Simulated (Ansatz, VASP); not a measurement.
# Sn: VASP beside Ansatz

File INCAR:

```
PREC = Accurate ; ENCUT = 520
EDIFF = 1E-6 ; ISMEAR = -1
SIGMA = 0.1 ; LREAL = F
LASPH = T ; NELM = 60
ALGO = Normal ; ISIF = 2
LWAVE = F ; LCHARG = F
GGA = RP ; NBANDS = 21
```

File KPOINTS:

```
regular mesh
0
Gamma
  13 13 13
```

POSCAR

```
Sn
1.0
    0.0000000000      3.2754417473      3.2754417473
    3.2754417473      0.0000000000      3.2754417473
    3.2754417473      3.2754417473      0.0000000000
Sn
2
Direct
    0.5000000000      0.5000000000      0.5000000000
    0.7500000000      0.7500000000      0.7500000000
```

Input for Ansatz:

```yaml
crystal:
  lattice:
    - [0.0, 3.2754417473, 3.2754417473]
    - [3.2754417473, 0.0, 3.2754417473]
    - [3.2754417473, 3.2754417473, 0.0]
  atoms:
    - { symbol: Sn, position: [0.5, 0.5, 0.5] }
    - { symbol: Sn, position: [0.75, 0.75, 0.75] }
hamiltonian:
  xc: rpbe
  pseudopotentials:
    kind: paw
    azcp:
      Sn: "pseudopotentials/Sn.paw.azcp"
basis:
  ecutwfc: 420
  fft_grid_basis: typed
kpoints:
  mp_grid: { grid: [13, 13, 13], shift: [0, 0, 0] }
magnetization:
  spin_polarized: false
scf:
  occupations: { method: fermi_dirac, width: 0.1 }
output:
  stress: true
```

Alike in both runs: task single point; functional RPBE; k mesh 13 × 13 × 13; occupations fermi-dirac, width 0.1 eV; no spin polarisation.

|  | VASP | Ansatz |
| --- | --- | --- |
| version | VASP 6.6.1 | Ansatz 0.2.0 |
| potentials or method | VASP PAW PBE potentials, release 64 (Sn_d), cutoff 520 eV | plane waves (420 eV) with PAW, scalar-relativistic |
| valence electrons in the cell | 28 | 28 |

|  | VASP | Ansatz | Ansatz less VASP |
| --- | --- | --- | --- |
| pressure (GPa) | 3.2 | 3.2 | +0.03 |

VASP's potentials were made for PBE, not for RPBE.
